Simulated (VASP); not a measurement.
Here is a VASP 6.6.1 calculation.

File INCAR:

```
ALGO = Normal
EDIFF = 1E-6
ENCUT = 520
GGA = PE
ISIF = 2
ISMEAR = 0
LASPH = T
LCHARG = F
LREAL = F
LWAVE = F
NBANDS = 26
NELM = 100
PREC = Accurate
SIGMA = 0.05
```

File KPOINTS:

```
k-points
0
Gamma
  8 6 4
```

The input POSCAR:

```
AlN
1.0
   -1.6567491617      2.8695737234      0.0000000000
    0.0000000000      0.0000000000      4.1874629526
    4.9702474850      2.8695737234      0.0000000000
Al N
4 4
Direct
    0.6178082994      0.7500000000      0.1805852495
    0.0000000000      0.7500000000      0.6666666667
    0.0000000000      0.2500000000      0.3333333333
    0.5000000000      0.2500000000      0.8333333333
    0.5000000000      0.2500000000      0.1666666667
    0.0000000000      0.2500000000      0.6666666667
    0.0000000000      0.7500000000      0.3333333333
    0.5000000000      0.7500000000      0.8333333333
```

Potentials or basis: VASP PAW PBE potentials, release 64 (Al, N).

The run is started by

```console
$ cat potpaw_PBE.64/Al/POTCAR potpaw_PBE.64/N/POTCAR > POTCAR
$ mpirun -np 1 vasp_std > vasp.out
```

Q: Estimate the largest force.

A: 13.296 eV/Å.

Q: What does it give for the pressure?

A: 8.5 GPa.

Q: Predict the band gap on the k mesh.

A: 3.14 eV.

Forces in eV/Å, atoms in the order of the input:
```
Al   -0.424 -13.289   0.000
Al    0.134   0.267   0.000
Al   -0.201   0.911   0.000
Al    0.206  -0.091   0.000
N    -0.116   0.891   0.000
N    -0.223  -0.083   0.000
N     0.449  10.614   0.000
N     0.176   0.780   0.000
```

Caveat: the cell differs from its parent crystal (atom 1 (Al) moved by -0.126 Å along [1 0 0] and +0.378 Å along [1 2 0]); the stress differs along the axes, from -3 to 29 GPa; forces of over 1 eV/Å act on the atoms, so gaps and moduli don't describe the material at rest.
